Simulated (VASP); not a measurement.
# AlRu (P4/mmm) in VASP: notebook, part 2 of 2

VASP 6.6.1. Earlier steps stand in the parts before.

## (3) Single point, PBE

This run uses another cell than the first one, of the same volume but with other edges.

Contents of INCAR:

```
SYSTEM = AlRu
PREC = Accurate ; ENCUT = 520
EDIFF = 1E-6 ; ISMEAR = 0
SIGMA = 0.15 ; LREAL = .FALSE.
LASPH = .TRUE. ; NELM = 100
ALGO = Fast ; ISIF = 2
LWAVE = .FALSE. ; LCHARG = .FALSE.
GGA = PE ; NBANDS = 16
```

Contents of KPOINTS:

```
Automatic mesh
0
G
  18 18 18
  0 0 0
```

Contents of POSCAR:

```
AlRu
1.0
    2.8152033840      0.0000000000      0.0000000000
    0.0000000000      2.8152033840      0.0000000000
    0.0000000000      0.0000000000      3.3782440608
Al Ru
1 1
Direct
    0.0000000000      0.0000000000      0.0000000000
    0.5000000000      0.5000000000      0.5000000000
```

Potentials or basis: VASP PAW PBE potentials, release 64 (Al, Ru_pv).

The run is started by

```console
cat potpaw_PBE.64/Al/POTCAR potpaw_PBE.64/Ru_pv/POTCAR > POTCAR
mpirun -np 1 vasp_std > vasp.out
```

OUTCAR:

```text
SYSTEM = AlRu
   PREC = Accurate
   ENCUT = 520
   EDIFF = 1E-6
   ISMEAR = 0
   LREAL = .FALSE.
   LASPH = .TRUE.
   NELM = 100
   ISIF = 2
   GGA = PE

 ion  position               nearest neighbor table
   1  0.000  0.000  0.000-   2 2.61   2 2.61   2 2.61   2 2.61   2 2.61   2 2.61   2 2.61   2 2.61

   2  0.500  0.500  0.500-   1 2.61   1 2.61   1 2.61   1 2.61   1 2.61   1 2.61   1 2.61   1 2.61

  LATTYP: Found a simple tetragonal cell.
 ALAT       =     2.8152033840
 C/A-ratio  =     1.2000000000

  Lattice vectors:

 A1 = (   2.8152033840,   0.0000000000,   0.0000000000)
 A2 = (   0.0000000000,   2.8152033840,   0.0000000000)
 A3 = (   0.0000000000,   0.0000000000,   3.3782440608)

Analysis of symmetry for initial positions (statically):
=====================================================================
 Subroutine PRICEL returns:
 Original cell was already a primitive cell.

 Routine SETGRP: Setting up the symmetry group for a
 simple tetragonal supercell.

 Subroutine GETGRP returns: Found 16 space group operations
 (whereof 16 operations were pure point group operations)
 out of a pool of 16 trial point group operations.

The static configuration has the point symmetry D_4h.

[... 157 lines left out ...]
  ---------------------------------------------------
  free energy    TOTEN  =       -13.97310658 eV

  energy without entropy =      -13.95555789  energy(sigma->0) =      -13.96433224

 E-fermi :  10.9067     XC(G=0): -12.5637

 val. band max:       10.9023952771   @ k =   0.2222   0.0000   0.2778
 cond. band min:      10.9094242458   @ k =   0.5000   0.1111   0.3333
 fundamental gap:      0.0070289687
 Fermi energy:        10.9066893655

 k-point     1 :       0.0000    0.0000    0.0000
  band No.  band energies     occupation
      1     -31.1179      2.00000
      2     -30.9036      2.00000
      3     -30.9036      2.00000
      4       0.9958      2.00000
      5       7.0006      2.00000
      6       7.1773      2.00000
[... 433 lines left out ...]
      3     -30.9224      2.00000
      4       3.3766      2.00000
      5       7.4754      2.00000
      6       7.9752      2.00000
[... 8 lines left out ...]
     15      23.9366      0.00000
     16      25.3366      0.00000

 [... further k-points ...]
[... 5 lines left out ...]
  --------------------------------------------------------------------------------------
  -------------------------------------------------------------------------------------
  Total        2.4323410      2.4323410     -2.0282177      0.0000000      0.0000000      0.0000000
  in kB      145.5541116    145.5541116   -121.3709033      0.0000000      0.0000000      0.0000000
  external PRESSURE =      56.5791066 kB  Pullay stress =       0.0000000 kB

 VOLUME and BASIS-vectors are now :
 -----------------------------------------------------------------------------
  energy-cutoff  :      520.00
  volume of cell :       26.77
      direct lattice vectors                 reciprocal lattice vectors
     2.815203384  0.000000000  0.000000000     0.355214123  0.000000000  0.000000000
     0.000000000  2.815203384  0.000000000     0.000000000  0.355214123  0.000000000
     0.000000000  0.000000000  3.378244061     0.000000000  0.000000000  0.296011769

 POSITION                                       TOTAL-FORCE (eV/Angst)
 -----------------------------------------------------------------------------------
      0.00000      0.00000      0.00000         0.000000      0.000000      0.000000
      1.40760      1.40760      1.68912         0.000000      0.000000      0.000000
 -----------------------------------------------------------------------------------
    total drift:                                0.000000     -0.000000     -0.000000

  FREE ENERGIE OF THE ION-ELECTRON SYSTEM (eV)
  ---------------------------------------------------
  free  energy   TOTEN  =       -13.9731065803 eV

  energy  without entropy=      -13.9555578945  energy(sigma->0) =      -13.96433224
```

OSZICAR:

```text
N       E                     dE             d eps       ncg     rms          rms(c)
DAV:   1     0.116425774490E+03    0.11643E+03   -0.91529E+03 17952   0.989E+02
DAV:   2    -0.127379038755E+02   -0.12916E+03   -0.12291E+03 20600   0.292E+02
DAV:   3    -0.146147255177E+02   -0.18768E+01   -0.18702E+01 22592   0.368E+01
DAV:   4    -0.146285864072E+02   -0.13861E-01   -0.13841E-01 22128   0.333E+00
DAV:   5    -0.146287829866E+02   -0.19658E-03   -0.19639E-03 21352   0.381E-01    0.124E+01
RMM:   6    -0.140703726445E+02    0.55841E+00   -0.19298E+00 17933   0.109E+01    0.254E+00
RMM:   7    -0.139893407769E+02    0.81032E-01   -0.13478E-01 18268   0.294E+00    0.221E+00
RMM:   8    -0.139734762827E+02    0.15864E-01   -0.19942E-02 19265   0.107E+00    0.238E-01
RMM:   9    -0.139731322877E+02    0.34400E-03   -0.12858E-03 20207   0.294E-01    0.109E-01
RMM:  10    -0.139731058774E+02    0.26410E-04   -0.15218E-04 21168   0.112E-01    0.479E-02
RMM:  11    -0.139731085616E+02   -0.26842E-05   -0.36189E-05 21316   0.520E-02    0.167E-02
RMM:  12    -0.139731070650E+02    0.14967E-05   -0.99057E-06 21191   0.277E-02    0.122E-02
RMM:  13    -0.139731065803E+02    0.48466E-06   -0.23336E-06 16769   0.134E-02
   1 F= -.13973107E+02 E0= -.13964332E+02  d E =-.175487E-01
```

stdout:

```text
POSCAR found type information on POSCAR AlRu
 POSCAR found :  2 types and       2 ions
 scaLAPACK will be used
 LDA part: xc-table for (Slater+PW92), standard interpolation
 POSCAR, INCAR and KPOINTS ok, starting setup
 FFT: planning ... GRIDC
 FFT: planning ... GRID_SOFT
 FFT: planning ... GRID
 WAVECAR not read
 entering main loop
```

Wall time 3.6 min (1 thread of Intel Xeon 6975P-C, shared host); peak memory 0.34 GiB.

What came out:

| Property | Result |
| --- | --- |
| Free energy | -13.9731 eV |
| Pressure | 5.7 GPa |

Stress tensor (GPa, compression positive):
```
 14.56   0.00   0.00
  0.00  14.56   0.00
  0.00   0.00 -12.14
```

Levels at points of the mesh, in eV from the Fermi level:
| k point | band 5 | band 6 | band 7 | band 8 | band 9 | band 10 | band 11 | band 12 | band 13 | band 14 |
| --- | --- | --- | --- | --- | --- | --- | --- | --- | --- | --- |
| (0.00, 0.00, 0.00) | -3.91 | -3.73 | -0.12 | -0.12 | 0.84 | 2.61 | 7.82 | 7.82 | 9.82 | 10.37 |
| (0.50, 0.00, 0.00) | -5.03 | -3.08 | -2.84 | -1.09 | 0.26 | 3.16 | 6.84 | 8.06 | 11.20 | 12.53 |
| (0.50, 0.50, 0.00) | -2.77 | -2.26 | -2.26 | -0.87 | -0.87 | 2.26 | 6.53 | 6.61 | 8.19 | 11.97 |
| (0.00, 0.00, 0.50) | -6.19 | -3.35 | -0.98 | -0.98 | 0.10 | 0.92 | 7.63 | 11.98 | 12.50 | 12.50 |
| (0.50, 0.00, 0.50) | -3.37 | -2.42 | -1.19 | -0.95 | -0.48 | 0.53 | 5.14 | 5.33 | 11.97 | 12.14 |
| (0.50, 0.50, 0.50) | -4.63 | -4.63 | 0.77 | 2.28 | 2.56 | 3.32 | 4.45 | 4.45 | 7.20 | 7.20 |

## (4) Single point, PBE

This run uses another cell than the first one, of the same volume but with other edges.

Contents of INCAR:

```
PREC     = Accurate       # precision mode
ENCUT    = 520            # plane-wave cutoff, eV
EDIFF    = 1E-6           # SCF threshold, eV
ISMEAR   = 0              # smearing method
SIGMA    = 0.15           # smearing width, eV
LREAL    = F              # projectors in reciprocal space
LASPH    = T              # aspherical terms in the spheres
NELM     = 100            # most SCF steps
ALGO     = Fast           # electronic algorithm
ISIF     = 2              # what is computed and relaxed
LWAVE    = F              # write WAVECAR
LCHARG   = F              # write CHGCAR
GGA      = PE             # functional
NBANDS   = 16             # bands
```

Contents of KPOINTS:

```
Automatic mesh
0
Gamma
  18 18 18
```

Contents of POSCAR:

```
AlRu
1.0
    3.2499149099      0.0000000000      0.0000000000
    0.0000000000      3.2499149099      0.0000000000
    0.0000000000      0.0000000000      2.5349336297
Al Ru
1 1
Direct
    0.0000000000      0.0000000000      0.0000000000
    0.5000000000      0.5000000000      0.5000000000
```

The run is started by

```console
cat potpaw_PBE.64/Al/POTCAR potpaw_PBE.64/Ru_pv/POTCAR > POTCAR
mpirun -np 1 vasp_std > vasp.out
```

It took 2 min on 1 thread of Intel Xeon 6975P-C, shared host; peak memory 0.32 GiB.

Results (log left out):

```
Free energy : -13.5042 eV
Pressure    : 12.2 GPa
```

Stress tensor (GPa, compression positive):
```
-7.53  0.00  0.00
 0.00 -7.53  0.00
 0.00  0.00 51.53
```

Levels at points of the mesh, in eV from the Fermi level:
```tsv
k point	band 6	band 7	band 8	band 9	band 10	band 11	band 12	band 13
(0.00, 0.00, 0.00)	-4.26	-1.47	0.59	0.59	3.04	3.04	8.03	10.38
(0.50, 0.00, 0.00)	-4.12	-3.15	-0.06	0.32	0.69	6.03	8.26	9.98
(0.50, 0.50, 0.00)	-2.88	-2.88	-0.05	0.06	0.06	2.32	3.99	11.50
(0.00, 0.00, 0.50)	-3.34	-3.34	-2.55	-0.64	4.27	7.11	8.55	8.55
(0.50, 0.00, 0.50)	-3.04	-2.24	-1.88	-0.33	0.93	5.67	7.01	8.69
(0.50, 0.50, 0.50)	-4.78	0.39	1.76	2.30	3.28	3.28	4.99	5.53
```

## (5) The runs side by side

| cell | gap on the mesh (eV) | pressure (GPa) |
| --- | --- | --- |
| a = 3.158, b = 3.158, c = 2.684 Å, 2 atoms | none | 6.3 |
| a = 2.815, b = 2.815, c = 3.378 Å, 2 atoms | none | 5.7 |
| a = 3.250, b = 3.250, c = 2.535 Å, 2 atoms | none | 12.2 |

Alike in all rows: task single point; level PBE; potentials or basis VASP PAW PBE potentials, release 64 (Al, Ru_pv); no spin polarisation; k mesh 18 × 18 × 18; cutoff (eV) 520; smearing gaussian 0.15 eV.

Total energies depend on the potentials used, so only differences within one code and one set of settings carry meaning.
